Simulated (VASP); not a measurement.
# WC (P-6m2) in VASP: notebook

WC is run at these levels: PBE; tasks: single point.

All numbers are computed with VASP 6.6.1; they aren't measurements. Logs are shortened: lines on timing, memory, paths and dates and some standing lists are left out, and cuts for length are marked.

## 1. The cell of the first run

Symmetry: P-6m2, No. 187, hexagonal system. The conventional cell has a = 3.133 Å, b = 3.133 Å, c = 2.829 Å, α = 90.00°, β = 90.00°, γ = 120.00°. W (site symmetry -6m2) has 6 C at 2.30 Å and 2 W at 2.83 Å within 3.0 Å. Within 3.0 Å of C (site symmetry -6m2) lie 6 W at 2.30 Å and 2 C at 2.83 Å.

## 2. Single point, PBE (strain +0.080 along x and y, +0.000 along z)

INCAR

```
ALGO = Normal
EDIFF = 1E-6
ENCUT = 520
GGA = PE
ISIF = 2
ISMEAR = 0
LASPH = T
LCHARG = F
LREAL = F
LWAVE = F
NBANDS = 16
NELM = 80
PREC = Accurate
SIGMA = 0.15
```

KPOINTS

```
k-points
0
Gamma
  18 18 16
```

POSCAR

```
WC
1.0
    3.1325415509      0.0000000000      0.0000000000
   -1.5662707754      2.7128605615      0.0000000000
    0.0000000000      0.0000000000      2.8290000000
W C
1 1
Direct
    0.0000000000      0.0000000000      0.0000000000
    0.6666666667      0.3333333333      0.5000000000
```

Potentials or basis: VASP PAW PBE potentials, release 64 (W_sv, C).

Run with:

```sh
$ cat potpaw_PBE.64/W_sv/POTCAR potpaw_PBE.64/C/POTCAR > POTCAR
$ mpirun -np 1 vasp_std > vasp.out
```

OUTCAR:

```text
EDIFF = 1E-6
   ENCUT = 520
   GGA = PE
   ISIF = 2
   ISMEAR = 0
   LASPH = T
   LREAL = F
   NELM = 80
   PREC = Accurate

 ion  position               nearest neighbor table
   1  0.000  0.000  0.000-   2 2.30   2 2.30   2 2.30   2 2.30   2 2.30   2 2.30
   2  0.667  0.333  0.500-   1 2.30   1 2.30   1 2.30   1 2.30   1 2.30   1 2.30

  LATTYP: Found a hexagonal cell.
 ALAT       =     3.1325415509
 C/A-ratio  =     0.9031005508

  Lattice vectors:

 A1 = (   3.1325415509,   0.0000000000,   0.0000000000)
 A2 = (  -1.5662707754,   2.7128605615,   0.0000000000)
 A3 = (   0.0000000000,   0.0000000000,   2.8290000000)

Analysis of symmetry for initial positions (statically):
=====================================================================
 Subroutine PRICEL returns:
 Original cell was already a primitive cell.

 Routine SETGRP: Setting up the symmetry group for a
 hexagonal supercell.

 Subroutine GETGRP returns: Found 12 space group operations
 (whereof 12 operations were pure point group operations)
 out of a pool of 24 trial point group operations.

The static configuration has the point symmetry D_3h.

Analysis of symmetry for dynamics (positions and initial velocities):
=====================================================================
 Subroutine PRICEL returns:
 Original cell was already a primitive cell.

 Routine SETGRP: Setting up the symmetry group for a
 hexagonal supercell.

 Subroutine GETGRP returns: Found 12 space group operations
 (whereof 12 operations were pure point group operations)
 out of a pool of 24 trial point group operations.

The dynamic configuration has the point symmetry D_3h.

 Subroutine INISYM returns: Found 12 space group operations
 (whereof 12 operations are pure point group operations),
 and found     1 'primitive' translations

----------------------------------------------------------------------------------------

                                     Primitive cell

  volume of cell :      24.0413

  direct lattice vectors                    reciprocal lattice vectors
     3.132541551  0.000000000  0.000000000     0.319229604  0.184307298  0.000000000
    -1.566270775  2.712860561  0.000000000     0.000000000  0.368614596  0.000000000
     0.000000000  0.000000000  2.829000000     0.000000000  0.000000000  0.353481796

  length of vectors
     3.132541551  3.132541551  2.829000000     0.368614596  0.368614596  0.353481796

  position of ions in fractional coordinates (direct lattice)
     0.000000000  0.000000000  0.000000000
     0.666666667  0.333333333  0.500000000

  ion indices of the primitive-cell ions
   primitive index   ion index
                 1           1
                 2           2

----------------------------------------------------------------------------------------

 KPOINTS: k-points

Automatic generation of k-mesh.
 Grid dimensions read from file:
 generate k-points for:   18   18   16

 Generating k-lattice:

  Cartesian coordinates                     Fractional coordinates (reciprocal lattice)
     0.017734978  0.010239294  0.000000000     0.055555556  0.000000000  0.000000000
     0.000000000  0.020478589  0.000000000     0.000000000  0.055555556  0.000000000
     0.000000000  0.000000000  0.022092612     0.000000000  0.000000000  0.062500000

  Length of vectors
     0.020478589  0.020478589  0.022092612

  Shift w.r.t. Gamma in fractional coordinates (k-lattice)
     0.000000000  0.000000000  0.000000000

 Subroutine IBZKPT returns following result:
 ===========================================

 Found    333 irreducible k-points:

 Following reciprocal coordinates:
            Coordinates               Weight
  0.000000  0.000000  0.000000      1.000000
  0.055556  0.000000  0.000000      6.000000
  0.111111  0.000000  0.000000      6.000000
  0.166667  0.000000  0.000000      6.000000
  0.222222 -0.000000  0.000000      6.000000
  0.277778  0.000000  0.000000      6.000000
[... 16 lines left out ...]
  0.333333  0.111111  0.000000     12.000000
  0.388889  0.111111  0.000000     12.000000
 [... further k-points ...]
   k-points           NKPTS =    333   k-points in BZ     NKDIM =    333   number of bands    NBANDS=     16
   number of dos      NEDOS =    301   number of ions     NIONS =      2
   total plane-waves  NPLWV =  13824
   dimension x,y,z NGX =    24 NGY =   24 NGZ =   24
   dimension x,y,z NGXF=    48 NGYF=   48 NGZF=   48
   ions per type =               1   1
   NGX,Y,Z   is equivalent  to a cutoff of  12.74, 12.74, 14.10 a.u.
   NGXF,Y,Z  is equivalent  to a cutoff of  25.47, 25.47, 28.21 a.u.
 SYSTEM =  unknown system
   PREC   = accura    normal or accurate (medium, high low for compatibility)
   ISTART =      0    job   : 0-new  1-cont  2-samecut
   ICHARG =      2    charge: 1-file 2-atom 10-const
   ISPIN  =      1    spin polarized calculation?
   LNONCOLLINEAR =      F non collinear calculations
   LSORBIT =      F    spin-orbit coupling
   LASPH  =      T    aspherical Exc in radial PAW
   ENCUT  =  520.0 eV  38.22 Ry    6.18 a.u.   5.82  5.82  5.26*2*pi/ulx,y,z
   NELM   =     80;   NELMIN=  2; NELMDL= -5     # of ELM steps
   EDIFF  = 0.1E-05   stopping-criterion for ELM
   LREAL  =      F    real-space projection
   EDIFFG = 0.1E-04   stopping-criterion for IOM
   NSW    =      0    number of steps for IOM
   IBRION =     -1    ionic relax: 0-MD 1-quasi-New 2-CG
   NFREE  =      0    steps in history (QN), initial steepest desc. (CG)
   ISIF   =      2    stress and relaxation
   ISYM   =      2    0-nonsym 1-usesym 2-fastsym
   POTIM  = 0.5000    time-step for ionic-motion
   TEBEG  =    0.0;   TEEND  =   0.0 temperature during run
   PSTRESS=    0.0 pullay stress
   NELECT =      18.0000    total number of electrons
   NUPDOWN=      -1.0000    fix difference up-down
   EMIN   =  10.00;   EMAX   =-10.00  energy-range for DOS
   EFERMI =   0.00;   METHOD = LEGACY
   ISMEAR =     0;   SIGMA  =   0.15  broadening in eV -4-tet -1-fermi 0-gaus
   EFERMI_NEDOS =   21; number of points for ismear=-14 and -15
   IALGO  =     38    algorithm
   IMIX   =      4    mixing-type and parameters
     AMIX     =   0.40;   BMIX     =  1.00
     AMIX_MAG =   1.60;   BMIX_MAG =  1.00
  volume/ion in A,a.u.               =      12.02        81.12
  Fermi-wavevector in a.u.,A,eV,Ry     =   1.486551  2.809175 30.066629  2.209835
  Thomas-Fermi vector in A             =   2.599823
   LORBIT       =      0    0 simple, 1 ext, 2 COOP (PROOUT), +10 PAW based schemes
   GGA     = PE    functional components
   LHFCALC =     F    Hartree Fock is set to
   AEXX    =    0.0000 exact exchange contribution
   IVDW    =     0    specifies the selected vdW correction
   LEPSILON=     F    determine dielectric tensor
   LRPA    =     F    only Hartree local field effects (RPA)
 non-spin polarized calculation
 Gauss-broadening in eV      SIGMA  =   0.15
  energy-cutoff  :      520.00
  volume of cell :       24.04
 maximum number of plane-waves:       666
 NGX is ok and might be reduce to    24
   NGX = 11   NGY = 11   NGZ = 11

 number of electron      18.0000000 magnetization

 Free energy of the ion-electron system (eV)
  ---------------------------------------------------
  ext. energy  EPLUGINS =         0.00000000
  ---------------------------------------------------
  free energy    TOTEN  =       -21.95873289 eV

  energy without entropy =      -21.95393703  energy(sigma->0) =      -21.95633496

 E-fermi :   9.1640     XC(G=0): -12.9751

 val. band max:        9.1542214112   @ k =   0.0556   0.0000   0.2500
 cond. band min:       9.1711168163   @ k =   0.0556   0.0556   0.0625
 fundamental gap:      0.0168954051
 Fermi energy:         9.1639537948

 k-point     1 :       0.0000    0.0000    0.0000
  band No.  band energies     occupation
      1     -65.1853      2.00000
      2     -29.1719      2.00000
      3     -29.1719      2.00000
      4     -29.0235      2.00000
      5      -4.2927      2.00000
      6       5.5629      2.00000
[... 8 lines left out ...]
     15      22.6419      0.00000
     16      23.9358      0.00000

 k-point     2 :       0.0556    0.0000    0.0000
  band No.  band energies     occupation
      1     -65.1847      2.00000
      2     -29.1835      2.00000
      3     -29.1746      2.00000
      4     -29.0222      2.00000
      5      -4.2296      2.00000
      6       5.4917      2.00000
[... 8 lines left out ...]
     15      22.3868      0.00000
     16      24.0715      0.00000

 k-point     3 :       0.1111    0.0000    0.0000
  band No.  band energies     occupation
      1     -65.1829      2.00000
      2     -29.2169      2.00000
      3     -29.1825      2.00000
      4     -29.0184      2.00000
      5      -4.0443      2.00000
      6       5.1986      2.00000
[... 8 lines left out ...]
     15      22.0309      0.00000
     16      24.4617      0.00000

 k-point     4 :       0.1667    0.0000    0.0000
  band No.  band energies     occupation
      1     -65.1802      2.00000
      2     -29.2677      2.00000
      3     -29.1945      2.00000
      4     -29.0126      2.00000
      5      -3.7497      2.00000
      6       4.7468      2.00000
[... 8 lines left out ...]
     15      21.8229      0.00000
     16      25.0609      0.00000

 k-point     5 :       0.2222   -0.0000    0.0000
  band No.  band energies     occupation
      1     -65.1769      2.00000
      2     -29.3295      2.00000
      3     -29.2092      2.00000
      4     -29.0054      2.00000
      5      -3.3670      2.00000
      6       4.2428      2.00000
[... 8 lines left out ...]
     15      21.8134      0.00000
     16      25.5591      0.00000

 k-point     6 :       0.2778    0.0000    0.0000
  band No.  band energies     occupation
      1     -65.1735      2.00000
      2     -29.3945      2.00000
      3     -29.2248      2.00000
      4     -28.9977      2.00000
      5      -2.9270      2.00000
      6       3.7508      2.00000
[... 8 lines left out ...]
     15      21.9824      0.00000
     16      24.7666      0.00000

 k-point     7 :       0.3333    0.0000    0.0000
  band No.  band energies     occupation
      1     -65.1702      2.00000
      2     -29.4550      2.00000
      3     -29.2394      2.00000
      4     -28.9905      2.00000
      5      -2.4719      2.00000
      6       3.3103      2.00000
[... 8 lines left out ...]
     15      22.0219      0.00000
     16      24.0348      0.00000

 k-point     8 :       0.3889    0.0000    0.0000
  band No.  band energies     occupation
      1     -65.1675      2.00000
      2     -29.5038      2.00000
      3     -29.2513      2.00000
      4     -28.9847      2.00000
      5      -2.0590      2.00000
      6       2.9517      2.00000
[... 8 lines left out ...]
     15      21.3916      0.00000
     16      24.1714      0.00000

 k-point     9 :       0.4444   -0.0000    0.0000
  band No.  band energies     occupation
      1     -65.1658      2.00000
      2     -29.5355      2.00000
      3     -29.2590      2.00000
      4     -28.9808      2.00000
      5      -1.7607      2.00000
      6       2.7091      2.00000
[... 8 lines left out ...]
     15      20.6278      0.00000
     16      24.6494      0.00000
[... 172 lines left out ...]
 k-point    19 :       0.1111    0.1111    0.0000
  band No.  band energies     occupation
      1     -65.1787      2.00000
      2     -29.2917      2.00000
      3     -29.2051      2.00000
      4     -29.0093      2.00000
      5      -3.5798      2.00000
      6       4.5310      2.00000
[... 8 lines left out ...]
     15      21.8212      0.00000
     16      25.1334      0.00000

 k-point    20 :       0.1667    0.1111    0.0000
  band No.  band energies     occupation
      1     -65.1757      2.00000
      2     -29.3452      2.00000
      3     -29.2233      2.00000
      4     -29.0026      2.00000
      5      -3.2086      2.00000
      6       4.0966      2.00000
[... 8 lines left out ...]
     15      21.9012      0.00000
     16      25.1768      0.00000

 k-point    21 :       0.2222    0.1111    0.0000
  band No.  band energies     occupation
      1     -65.1724      2.00000
      2     -29.4014      2.00000
      3     -29.2429      2.00000
      4     -28.9954      2.00000
      5      -2.7811      2.00000
      6       3.6709      2.00000
[... 8 lines left out ...]
     15      22.1257      0.00000
     16      24.5257      0.00000

 k-point    22 :       0.2778    0.1111    0.0000
  band No.  band energies     occupation
      1     -65.1693      2.00000
      2     -29.4535      2.00000
      3     -29.2613      2.00000
      4     -28.9886      2.00000
      5      -2.3391      2.00000
      6       3.2903      2.00000
[... 8 lines left out ...]
     15      22.2460      0.00000
     16      23.8851      0.00000

 k-point    23 :       0.3333    0.1111    0.0000
  band No.  band energies     occupation
      1     -65.1668      2.00000
      2     -29.4957      2.00000
      3     -29.2764      2.00000
      4     -28.9831      2.00000
      5      -1.9387      2.00000
      6       2.9827      2.00000
[... 8 lines left out ...]
     15      21.7168      0.00000
     16      24.0384      0.00000

 k-point    24 :       0.3889    0.1111    0.0000
  band No.  band energies     occupation
      1     -65.1651      2.00000
      2     -29.5231      2.00000
      3     -29.2862      2.00000
      4     -28.9795      2.00000
      5      -1.6505      2.00000
      6       2.7768      2.00000
[... 8 lines left out ...]
     15      20.9917      0.00000
     16      24.4925      0.00000

 [... further k-points ...]
[... 5 lines left out ...]
  --------------------------------------------------------------------------------------
  -------------------------------------------------------------------------------------
  Total       -6.8354749     -6.8354749     -1.7469762     -0.0000000      0.0000000      0.0000000
  in kB     -455.5352807   -455.5352807   -116.4234071     -0.0000000      0.0000000      0.0000000
  external PRESSURE =    -342.4979895 kB  Pullay stress =       0.0000000 kB

 VOLUME and BASIS-vectors are now :
 -----------------------------------------------------------------------------
  energy-cutoff  :      520.00
  volume of cell :       24.04
      direct lattice vectors                 reciprocal lattice vectors
     3.132541551  0.000000000  0.000000000     0.319229604  0.184307298  0.000000000
    -1.566270775  2.712860561  0.000000000     0.000000000  0.368614596  0.000000000
     0.000000000  0.000000000  2.829000000     0.000000000  0.000000000  0.353481796

 POSITION                                       TOTAL-FORCE (eV/Angst)
 -----------------------------------------------------------------------------------
      0.00000      0.00000      0.00000         0.000000      0.000000      0.000000
      1.56627      0.90429      1.41450         0.000000      0.000000      0.000000
 -----------------------------------------------------------------------------------
    total drift:                               -0.000000      0.000000      0.000000

  FREE ENERGIE OF THE ION-ELECTRON SYSTEM (eV)
  ---------------------------------------------------
  free  energy   TOTEN  =       -21.9587328884 eV

  energy  without entropy=      -21.9539370314  energy(sigma->0) =      -21.95633496
```

Wall time 100 s (1 thread of Intel Xeon 8259CL, shared host); peak memory 0.24 GiB.

What came out:

```
Free energy            : -21.9587 eV
Pressure               : -34.2 GPa
Band gap on the k mesh : zero (bands 9 and 10 overlap by 1.20 eV)
```

Levels at points of the mesh, in eV from the Fermi level:
```csv
k point,band 6,band 7,band 8,band 9,band 10,band 11,band 12,band 13
"(0.00, 0.00, 0.00)",-3.60,-3.30,-3.30,0.76,2.74,2.74,4.72,5.03
"(0.50, 0.00, 0.00)",-6.54,-3.06,-2.28,-0.93,2.18,3.18,3.26,6.23
"(0.00, 0.00, 0.50)",-7.63,-2.34,-2.34,-0.43,-0.43,3.74,3.74,4.16
"(0.50, 0.00, 0.50)",-5.63,-4.14,-3.71,0.23,3.14,4.42,5.20,7.60
```

Caveat: the cell differs from its parent crystal (strain +0.080 along x and y, +0.000 along z); the cell stands under tension; spin-orbit coupling is left out, which moves the levels of the heavy elements.

## 3. Single point, PBE (strain +0.040 along x and y, +0.080 along z)

INCAR

```
PREC     = Accurate       # precision mode
ENCUT    = 520            # plane-wave cutoff, eV
EDIFF    = 1E-7           # SCF threshold, eV
ISMEAR   = 0              # smearing method
SIGMA    = 0.15           # smearing width, eV
LREAL    = F              # projectors in reciprocal space
LASPH    = T              # aspherical terms in the spheres
NELM     = 80             # most SCF steps
ALGO     = Normal         # electronic algorithm
ISIF     = 2              # what is computed and relaxed
LWAVE    = F              # write WAVECAR
LCHARG   = T              # write CHGCAR
GGA      = PE             # functional
LELF     = T              # ELF
LVHAR    = T            
NBANDS   = 16             # bands
```

KPOINTS

```
Automatic mesh
0
Gamma
  18 18 16
```

POSCAR

```
WC
1.0
    3.0165214934      0.0000000000      0.0000000000
   -1.5082607467      2.6123842444      0.0000000000
    0.0000000000      0.0000000000      3.0553200000
W C
1 1
Direct
    0.0000000000      0.0000000000      0.0000000000
    0.6666666667      0.3333333333      0.5000000000
```

Potentials or basis: VASP PAW PBE potentials, release 64 (W_sv, C).

Run with:

```sh
$ cat potpaw_PBE.64/W_sv/POTCAR potpaw_PBE.64/C/POTCAR > POTCAR
$ mpirun -np 1 vasp_std > vasp.out
```

Run time: 1.7 min. Hardware: 1 thread of Intel Xeon 8259CL, shared host; peak memory 0.25 GiB.

Results (log left out):

```yaml
Free_energy: -21.9899 eV
Pressure: -39.0 GPa
Band_gap_on_the_k_mesh: zero (bands 9 and 10 overlap by 1.05 eV)
```

Stress tensor (GPa, compression positive):
```
-30.25   0.00   0.00
  0.00 -30.25   0.00
  0.00   0.00 -56.53
```

Levels at points of the mesh, in eV from the Fermi level:
```csv
k point,band 5,band 6,band 7,band 8,band 9,band 10,band 11,band 12,band 13,band 14
"(0.00, 0.00, 0.00)",-13.28,-3.60,-2.52,-2.52,-0.23,2.56,2.56,4.73,4.73,5.56
"(0.50, 0.00, 0.00)",-10.31,-6.22,-3.34,-2.91,-0.14,1.81,3.89,4.27,5.84,8.15
"(0.00, 0.00, 0.50)",-10.23,-7.78,-1.33,-1.33,-0.45,-0.45,2.49,4.26,4.26,8.95
"(0.50, 0.00, 0.50)",-10.32,-5.58,-3.86,-3.34,0.00,3.74,4.02,5.31,7.69,8.14
```

Caveat: the cell differs from its parent crystal (strain +0.040 along x and y, +0.080 along z); the cell stands under tension; spin-orbit coupling is left out, which moves the levels of the heavy elements.
